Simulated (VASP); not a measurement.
# Li3ScPb2 (P6/mmm) in VASP: notebook

The runs below take Li3ScPb2 through relaxation of cell and atoms, single point, with PBE.

All numbers are computed with VASP 6.6.1; they aren't measurements. Logs are shortened: lines on timing, memory, paths and dates and some standing lists are left out, and cuts for length are marked.

**1. The cell of the first run**

Symmetry: P6/mmm, No. 191, hexagonal system. The conventional cell has a = 6.058 Å, b = 6.058 Å, c = 3.317 Å, α = 90.00°, β = 90.00°, γ = 120.00°. Li (site symmetry mmm) has 4 Pb at 2.41 Å and 6 Li at 3.03 to 3.32 Å and 4 Sc at 3.45 Å within 3.5 Å. Within 4.4 Å of Sc (site symmetry 6/mmm) lie 2 Sc at 3.32 Å and 12 Li at 3.45 Å and 6 Pb at 3.50 Å. Pb (site symmetry -6m2) has 6 Li at 2.41 Å and 5 Pb at 3.32 to 3.50 Å and 3 Sc at 3.50 Å within 3.5 Å.

The cell was generated, and may not be a known phase.

**2. Relaxation of cell and atoms, PBE**

File INCAR:

```
SYSTEM = Li3ScPb2
PREC = Accurate ; ENCUT = 600
EDIFF = 1E-6 ; ISMEAR = 0
SIGMA = 0.1 ; LREAL = .FALSE.
LASPH = .TRUE. ; NELM = 60
ALGO = Normal ; ISIF = 3
LWAVE = .FALSE. ; LCHARG = .FALSE.
GGA = PE ; IBRION = 2
NSW = 90 ; EDIFFG = -0.04
```

File KPOINTS:

```
Automatic mesh
0
G
  3 3 6
  0 0 0
```

File POSCAR:

```
Li3ScPb2
1.0
    6.0576151100      0.0000000000      0.0000000000
   -3.0288075600      5.2460485700      0.0000000000
    0.0000000000      0.0000000000      3.3167943500
Li Sc Pb
3 1 2
Direct
    0.5000000000      0.5000000000      0.5000000000
    0.5000000000      0.0000000000      0.5000000000
    0.0000000000      0.5000000000      0.5000000000
    0.0000000000      0.0000000000      0.0000000000
    0.6666666700      0.3333333300      0.0000000000
    0.3333333300      0.6666666700      0.0000000000
```

Potentials or basis: VASP PAW PBE potentials, release 64 (Li_sv, Sc_sv, Pb_d).

Started as:

```bash
$ cat potpaw_PBE.64/Li_sv/POTCAR potpaw_PBE.64/Sc_sv/POTCAR potpaw_PBE.64/Pb_d/POTCAR > POTCAR
$ mpirun -np 1 vasp_std > vasp.out
```

OUTCAR:

```text
SYSTEM = Li3ScPb2
   PREC = Accurate
   ENCUT = 600
   EDIFF = 1E-6
   ISMEAR = 0
   LREAL = .FALSE.
   LASPH = .TRUE.
   NELM = 60
   ISIF = 3
   GGA = PE
   IBRION = 2
   NSW = 90
   EDIFFG = -0.04

 ion  position               nearest neighbor table
   1  0.500  0.500  0.500-   5 2.41   6 2.41   5 2.41   6 2.41
   2  0.500  0.000  0.500-   5 2.41   6 2.41   5 2.41   6 2.41
   3  0.000  0.500  0.500-   5 2.41   6 2.41   5 2.41   6 2.41
   4  0.000  0.000  0.000-   5 3.50   6 3.50   5 3.50   6 3.50   5 3.50   6 3.50
   5  0.667  0.333  0.000-   3 2.41   3 2.41   2 2.41   2 2.41   1 2.41   1 2.41   6 3.50   6 3.50
                             4 3.50   4 3.50   4 3.50   6 3.50
   6  0.333  0.667  0.000-   3 2.41   3 2.41   2 2.41   2 2.41   1 2.41   1 2.41   5 3.50   5 3.50
                             4 3.50   4 3.50   4 3.50   5 3.50

  LATTYP: Found a hexagonal cell.
 ALAT       =     6.0576151100
 C/A-ratio  =     0.5475412831

  Lattice vectors:

 A1 = (   6.0576151100,   0.0000000000,   0.0000000000)
 A2 = (  -3.0288075600,   5.2460485700,   0.0000000000)
 A3 = (   0.0000000000,   0.0000000000,   3.3167943500)

Analysis of symmetry for initial positions (statically):
=====================================================================
 Subroutine PRICEL returns:
 Original cell was already a primitive cell.

 Routine SETGRP: Setting up the symmetry group for a
 hexagonal supercell.

 Subroutine GETGRP returns: Found 24 space group operations
 (whereof 24 operations were pure point group operations)
 out of a pool of 24 trial point group operations.

The static configuration has the point symmetry D_6h.

Analysis of symmetry for dynamics (positions and initial velocities):
=====================================================================
 Subroutine PRICEL returns:
 Original cell was already a primitive cell.

 Routine SETGRP: Setting up the symmetry group for a
 hexagonal supercell.

 Subroutine GETGRP returns: Found 24 space group operations
 (whereof 24 operations were pure point group operations)
 out of a pool of 24 trial point group operations.

The dynamic configuration has the point symmetry D_6h.

 Subroutine INISYM returns: Found 24 space group operations
 (whereof 24 operations are pure point group operations),
 and found     1 'primitive' translations

----------------------------------------------------------------------------------------

                                     Primitive cell

  volume of cell :     105.4029

  direct lattice vectors                    reciprocal lattice vectors
     6.057615110  0.000000000  0.000000000     0.165081469  0.095309831  0.000000000
    -3.028807560  5.246048570  0.000000000     0.000000000  0.190619661  0.000000000
     0.000000000  0.000000000  3.316794350     0.000000000  0.000000000  0.301495931

  length of vectors
     6.057615110  6.057615111  3.316794350     0.190619661  0.190619661  0.301495931

  position of ions in fractional coordinates (direct lattice)
     0.500000000  0.500000000  0.500000000
     0.500000000  0.000000000  0.500000000
     0.000000000  0.500000000  0.500000000
     0.000000000  0.000000000  0.000000000
     0.666666670  0.333333330  0.000000000
     0.333333330  0.666666670  0.000000000

  ion indices of the primitive-cell ions
   primitive index   ion index
                 1           1
                 2           2
                 3           3
                 4           4
                 5           5
                 6           6

----------------------------------------------------------------------------------------

 KPOINTS: Automatic mesh

Automatic generation of k-mesh.
 Grid dimensions read from file:
 generate k-points for:    3    3    6

 Generating k-lattice:

  Cartesian coordinates                     Fractional coordinates (reciprocal lattice)
     0.055027156  0.031769944  0.000000000     0.333333333  0.000000000  0.000000000
     0.000000000  0.063539887  0.000000000     0.000000000  0.333333333  0.000000000
     0.000000000  0.000000000  0.050249322     0.000000000  0.000000000  0.166666667

  Length of vectors
     0.063539887  0.063539887  0.050249322

  Shift w.r.t. Gamma in fractional coordinates (k-lattice)
     0.000000000  0.000000000  0.000000000

 Subroutine IBZKPT returns following result:
 ===========================================

 Found     12 irreducible k-points:

 Following reciprocal coordinates:
            Coordinates               Weight
  0.000000  0.000000  0.000000      1.000000
  0.333333  0.000000  0.000000      6.000000
  0.333333  0.333333  0.000000      2.000000
  0.000000  0.000000  0.166667      2.000000
  0.333333  0.000000  0.166667     12.000000
  0.333333  0.333333  0.166667      4.000000
  0.000000  0.000000  0.333333      2.000000
  0.333333  0.000000  0.333333     12.000000
  0.333333  0.333333  0.333333      4.000000
  0.000000  0.000000  0.500000      1.000000
  0.333333  0.000000  0.500000      6.000000
  0.333333  0.333333  0.500000      2.000000
   k-points           NKPTS =     12   k-points in BZ     NKDIM =     12   number of bands    NBANDS=     28
   number of dos      NEDOS =    301   number of ions     NIONS =      6
   total plane-waves  NPLWV =  64512
   dimension x,y,z NGX =    48 NGY =   48 NGZ =   28
   dimension x,y,z NGXF=    96 NGYF=   96 NGZF=   56
   ions per type =               3   1   2
   NGX,Y,Z   is equivalent  to a cutoff of  13.17, 13.17, 14.03 a.u.
   NGXF,Y,Z  is equivalent  to a cutoff of  26.35, 26.35, 28.07 a.u.
 SYSTEM =  Li3ScPb2
   PREC   = accura    normal or accurate (medium, high low for compatibility)
   ISTART =      0    job   : 0-new  1-cont  2-samecut
   ICHARG =      2    charge: 1-file 2-atom 10-const
   ISPIN  =      1    spin polarized calculation?
   LNONCOLLINEAR =      F non collinear calculations
   LSORBIT =      F    spin-orbit coupling
   LASPH  =      T    aspherical Exc in radial PAW
   ENCUT  =  600.0 eV  44.10 Ry    6.64 a.u.  12.10 12.10  6.62*2*pi/ulx,y,z
   NELM   =     60;   NELMIN=  2; NELMDL= -5     # of ELM steps
   EDIFF  = 0.1E-05   stopping-criterion for ELM
   LREAL  =      F    real-space projection
   EDIFFG = -.4E-01   stopping-criterion for IOM
   NSW    =     90    number of steps for IOM
   IBRION =      2    ionic relax: 0-MD 1-quasi-New 2-CG
   NFREE  =      1    steps in history (QN), initial steepest desc. (CG)
   ISIF   =      3    stress and relaxation
   ISYM   =      2    0-nonsym 1-usesym 2-fastsym
   POTIM  = 0.5000    time-step for ionic-motion
   TEBEG  =    0.0;   TEEND  =   0.0 temperature during run
   PSTRESS=    0.0 pullay stress
   NELECT =      48.0000    total number of electrons
   NUPDOWN=      -1.0000    fix difference up-down
   EMIN   =  10.00;   EMAX   =-10.00  energy-range for DOS
   EFERMI =   0.00;   METHOD = LEGACY
   ISMEAR =     0;   SIGMA  =   0.10  broadening in eV -4-tet -1-fermi 0-gaus
   EFERMI_NEDOS =   21; number of points for ismear=-14 and -15
   IALGO  =     38    algorithm
   IMIX   =      4    mixing-type and parameters
     AMIX     =   0.40;   BMIX     =  1.00
     AMIX_MAG =   1.60;   BMIX_MAG =  1.00
  volume/ion in A,a.u.               =      17.57       118.55
  Fermi-wavevector in a.u.,A,eV,Ry     =   1.259518  2.380144 21.584089  1.586386
  Thomas-Fermi vector in A             =   2.393074
   LORBIT       =      0    0 simple, 1 ext, 2 COOP (PROOUT), +10 PAW based schemes
   GGA     = PE    functional components
   LHFCALC =     F    Hartree Fock is set to
   AEXX    =    0.0000 exact exchange contribution
   IVDW    =     0    specifies the selected vdW correction
   LEPSILON=     F    determine dielectric tensor
   LRPA    =     F    only Hartree local field effects (RPA)
 conjugate gradient relaxation of ions
 non-spin polarized calculation
 Gauss-broadening in eV      SIGMA  =   0.10
  energy-cutoff  :      600.00
  volume of cell :      105.40
 maximum number of plane-waves:      3542
   NGX = 25   NGY = 25   NGZ = 13

--------------------------------------- Ionic step        1  -------------------------------------------

 number of electron      47.9999991 magnetization

 Free energy of the ion-electron system (eV)
  ---------------------------------------------------
  ext. energy  EPLUGINS =         0.00000000
  ---------------------------------------------------
  free energy    TOTEN  =       -17.06735635 eV

  energy without entropy =      -17.03811035  energy(sigma->0) =      -17.05273335

 E-fermi :   6.3179     XC(G=0): -10.1228

 val. band max:        6.2846685147   @ k =   0.3333   0.0000   0.0000
 cond. band min:       6.3605511403   @ k =   0.3333   0.0000   0.3333
 fundamental gap:      0.0758826256
 Fermi energy:         6.3178562484

 k-point     1 :       0.0000    0.0000    0.0000
  band No.  band energies     occupation
      1     -43.6827      2.00000
      2     -39.9863      2.00000
      3     -39.9707      2.00000
      4     -39.9707      2.00000
      5     -22.3342      2.00000
      6     -22.3342      2.00000
[... 474 lines left out ...]
  FREE ENERGIE OF THE ION-ELECTRON SYSTEM (eV)
  ---------------------------------------------------
  free  energy   TOTEN  =       -18.7193970450 eV

  energy  without entropy=      -18.6641187657  energy(sigma->0) =      -18.69175791

 E-fermi :   3.3672     XC(G=0):  -8.6204

 val. band max:        3.3352903549   @ k =   0.3333   0.3333   0.5000
 cond. band min:       3.3705117085   @ k =   0.3333   0.0000   0.5000
 fundamental gap:      0.0352213535
 Fermi energy:         3.3671758209

 k-point     1 :       0.0000    0.0000    0.0000
  band No.  band energies     occupation
      1     -47.5904      2.00000
      2     -42.8996      2.00000
      3     -42.8956      2.00000
      4     -42.8956      2.00000
      5     -26.2110      2.00000
      6     -26.1392      2.00000
[... 361 lines left out ...]
     27       3.7836      0.00000
     28       4.5463      0.00000

[... ionic steps 4 to 8 ...]

--------------------------------------- Ionic step        9  -------------------------------------------

 number of electron      47.9999940 magnetization

------------------------ aborting loop because EDIFF is reached ----------------------------------------

  FORCE on cell =-STRESS in cart. coord.  units (eV):
  Direction    XX          YY          ZZ          XY          YZ          ZX
  --------------------------------------------------------------------------------------
  -------------------------------------------------------------------------------------
  Total       11.4282229     11.4282228     -5.2129064     -0.0000000      0.0000000      0.0000000
  in kB      157.1600237    157.1600237    -71.6874798     -0.0000001      0.0000000      0.0000000
  external PRESSURE =      80.8775225 kB  Pullay stress =       0.0000000 kB
[... 65 lines left out ...]
  energy  without entropy=      -19.4815812495  energy(sigma->0) =      -19.50066397

--------------------------------------- Ionic step       11  -------------------------------------------

 number of electron      47.9999984 magnetization

 Free energy of the ion-electron system (eV)
  ---------------------------------------------------
  ext. energy  EPLUGINS =         0.00000000
  ---------------------------------------------------
  free energy    TOTEN  =       -19.52215840 eV

  energy without entropy =      -19.48371972  energy(sigma->0) =      -19.50293906

 E-fermi :   4.6443     XC(G=0):  -9.2291

 val. band max:        4.6414321688   @ k =   0.3333   0.0000   0.1667
 cond. band min:       4.6527505331   @ k =   0.0000   0.0000   0.1667
 fundamental gap:      0.0113183643
 Fermi energy:         4.6443028809

 k-point     1 :       0.0000    0.0000    0.0000
  band No.  band energies     occupation
      1     -45.8889      2.00000
      2     -41.7058      2.00000
      3     -41.6873      2.00000
      4     -41.6873      2.00000
      5     -24.5539      2.00000
      6     -24.4632      2.00000
[... 394 lines left out ...]
  FREE ENERGIE OF THE ION-ELECTRON SYSTEM (eV)
  ---------------------------------------------------
  free  energy   TOTEN  =       -19.5221583998 eV

  energy  without entropy=      -19.4837197187  energy(sigma->0) =      -19.50293906

 reached required accuracy - stopping structural energy minimisation
```

Run time: 5.1 min. Hardware: 1 thread of AMD EPYC 9R45 (Zen 5), shared host; peak memory 0.24 GiB.

Results:

| Property | Result |
| --- | --- |
| Free energy | -19.5222 eV |
| Relaxed volume | 21.79 Å³/atom |
| Relaxed cell | a = 5.772 Å, b = 5.772 Å, c = 4.531 Å, α = 90.00°, β = 90.00°, γ = 120.00° |
| Space group after relaxing (to 0.1 Å) | P6/mmm (No. 191) |
| Energy gained by relaxing | 409.1 meV/atom |
| Ionic steps | 11 |
| Pressure after relaxing | -0.2 GPa |
| Band gap on the k mesh | zero (bands 24 and 25 overlap by 0.67 eV) |

The path:
```
step  energy change (eV)  largest force (eV/Å)  pressure (GPa)  volume (Å³)
   1              0.0000                0.0000           15.97       105.40
   2             -1.5960                0.0000            1.34       134.25
   3             -1.6520                0.0000           -0.19       140.38
   4             -1.6031                0.0000           -2.55       153.18
   5             -1.6588                0.0000           -0.99       144.19
   6             -1.8128                0.0000           -1.07       142.55
   7             -2.0162                0.0000           -1.14       139.74
   8             -2.4157                0.0000           -0.71       133.11
   9             -0.9779                0.0000            8.09       116.51
  10             -2.4524                0.0000           -0.35       131.31
  11             -2.4548                0.0000           -0.20       130.74
```

Final structure:
```xyz
6
Lattice="5.7720 0.0000 0.0000 -2.8860 4.9987 0.0000 0.0000 0.0000 4.5312" Properties=species:S:1:pos:R:3 pbc="T T T"
Li    1.4430    2.4994    2.2656
Li    2.8860    0.0000    2.2656
Li    4.3290    2.4994    2.2656
Sc    5.7720    0.0000    0.0000
Pb    2.8860    1.6662    4.5312
Pb    0.0000    3.3325    0.0000
```

Caveat: the k points lie up to 0.42 Å⁻¹ apart in the final cell, too coarse for converged energies and pressures of a metal; the cutoff is under 1.25 times the usual one of these potentials, so pressure, stress and relaxed cells hold a basis-set (Pulay) error; the volume moved by over 15 % at a fixed basis, so the end points are rough; spin-orbit coupling is left out, which moves the levels of the heavy elements.

**3. Single point, PBE, collinear spin**

This run uses another cell than the first one, of 22.61 Å³/atom.

File INCAR:

```
SYSTEM = Li3ScPb2
ALGO = Fast ; EDIFF = 1E-7
ENCUT = 520 ; GGA = PE
ISIF = 2 ; ISMEAR = 0
ISPIN = 2 ; LASPH = .TRUE.
LCHARG = .FALSE. ; LMAXMIX = 4
LORBIT = 11 ; LREAL = .FALSE.
LWAVE = .FALSE. ; MAGMOM = 0 0 0 1 0 0
NBANDS = 37 ; NELM = 150
PREC = Accurate ; SIGMA = 0.1
```

File KPOINTS:

```
k-points
0
G
  3 3 4
  0 0 0
```

File POSCAR:

```
Li3ScPb2
1.0
    5.7920003689      0.0000000000      0.0000000000
   -2.8960001845      5.0160194582      0.0000000000
    0.0000000000      0.0000000000      4.6695100032
Li Sc Pb
3 1 2
Direct
    0.5000000000      0.5000000000      0.5000000000
    0.5000000000      0.0000000000      0.5000000000
    0.0000000000      0.5000000000      0.5000000000
    0.0000000000      0.0000000000      0.0000000000
    0.6666666667      0.3333333333      0.0000000000
    0.3333333333      0.6666666667      0.0000000000
```

Potentials or basis: VASP PAW PBE potentials, release 64 (Li_sv, Sc_sv, Pb_d).

Started as:

```bash
$ cat potpaw_PBE.64/Li_sv/POTCAR potpaw_PBE.64/Sc_sv/POTCAR potpaw_PBE.64/Pb_d/POTCAR > POTCAR
$ mpirun -np 1 vasp_std > vasp.out
```

It took 6.9 min on 1 thread of AMD EPYC 9R45 (Zen 5), shared host; peak memory 0.34 GiB.

The run converged. Its results:

```
Free energy                                           : -19.7620 eV
Net moment                                            : 1.01 μB per cell
Site moments                                          : Li +0.01; Sc +0.45; Pb +0.01 μB
Valence electrons inside the program's atomic spheres : Li 2.09; Sc 9.18; Pb 12.10
```

Levels at points of the mesh, in eV from the Fermi level:
Spin up:
```
           k point  band 21  band 22  band 23  band 24  band 25  band 26  band 27  band 28  band 29  band 30
(0.00, 0.00, 0.00)    -2.50    -1.74    -0.94    -0.61    -0.61     0.83     0.83     1.66     2.31     2.31
(0.00, 0.00, 0.50)    -2.44    -2.44    -1.40    -0.09    -0.09     0.67     0.67     1.30     2.26     2.30
```
Spin down:
```
           k point  band 22  band 23  band 24  band 25  band 26  band 27
(0.00, 0.00, 0.00)    -1.69    -0.47    -0.34    -0.34     1.28     1.28
(0.00, 0.00, 0.50)    -2.33    -1.40     0.35     0.35     0.87     0.87
```

Caveat: the k points lie up to 0.42 Å⁻¹ apart; the cutoff is under 1.25 times the usual one of these potentials, so pressure, stress and relaxed cells hold a basis-set (Pulay) error; spin-orbit coupling is left out, which moves the levels of the heavy elements.

The gap in the log of VASP goes by the Fermi energy; the results here count the filled bands.